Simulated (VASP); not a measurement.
Input of a VASP 6.6.1 run:

Contents of INCAR:

```
SYSTEM = SiC
PREC = Accurate
ENCUT = 600
EDIFF = 1E-7
ISMEAR = 0
SIGMA = 0.01
LREAL = .FALSE.
LASPH = .TRUE.
NELM = 120
ALGO = Normal
ISIF = 3
LWAVE = .FALSE.
LCHARG = .FALSE.
GGA = PE
IBRION = 2
NSW = 80
EDIFFG = -0.001
PSTRESS = 30.0
GGA_COMPAT = .FALSE.
NELMIN = 4
```

File KPOINTS:

```
regular mesh
0
G
  12 12 12
  0 0 0
```

File POSCAR:

```
SiC
1.0
    0.0000000000      2.1898640989      2.1898640989
    2.1898640989      0.0000000000      2.1898640989
    2.1898640989      2.1898640989      0.0000000000
Si C
1 1
Direct
    0.0000000000      0.0000000000      0.0000000000
    0.7500000000      0.7500000000      0.7500000000
```

Potentials or basis: VASP PAW PBE potentials, release 64 (Si, C).

Run with:

```bash
$ cat potpaw_PBE.64/Si/POTCAR potpaw_PBE.64/C/POTCAR > POTCAR
$ mpirun -np 1 vasp_std > vasp.out
```

(1) Estimate the relaxed cell.

(2) Estimate the space group after relaxing (to 0.05 Å).

Results:

(1) a = 3.082 Å, b = 3.082 Å, c = 3.082 Å, α = 60.00°, β = 60.00°, γ = 60.00°.

(2) F-43m (No. 216).
